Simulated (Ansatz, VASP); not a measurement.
Al: VASP beside Ansatz

```xyz
1
Lattice="0.0000 2.0248 2.0248 2.0248 0.0000 2.0248 2.0248 2.0248 0.0000" Properties=species:S:1:pos:R:3 pbc="T T T"
Al    0.0000    0.0000    0.0000
```

Alike in both runs: functional RPBE; k mesh 8 × 8 × 8; occupations fermi-dirac, width 0.05 eV; non-collinear spin.

```csv
,VASP,Ansatz
version,VASP 6.6.1,Ansatz 0.2.0
potentials or method,"VASP PAW PBE potentials, release 64 (Al), cutoff 520 eV","all-electron LAPW, scalar-relativistic"
task,single point,atomic charges
```

```tsv
	VASP	Ansatz	Ansatz less VASP
gap on the k mesh at the Fermi level (eV)	none	none	-
pressure (GPa)	0.9	1.1	+0.21
net moment per atom (μB)	0.00	0.00	0.000
```

VASP's potentials were made for PBE, not for RPBE. A gap of «none» marks a metal or a gap that the smearing closes. Ansatz ran all-electron here, and VASP with PAW potentials.

Noted on Ansatz's run: the k mesh is thin for a metal, which can move the energy by tens of meV per atom.
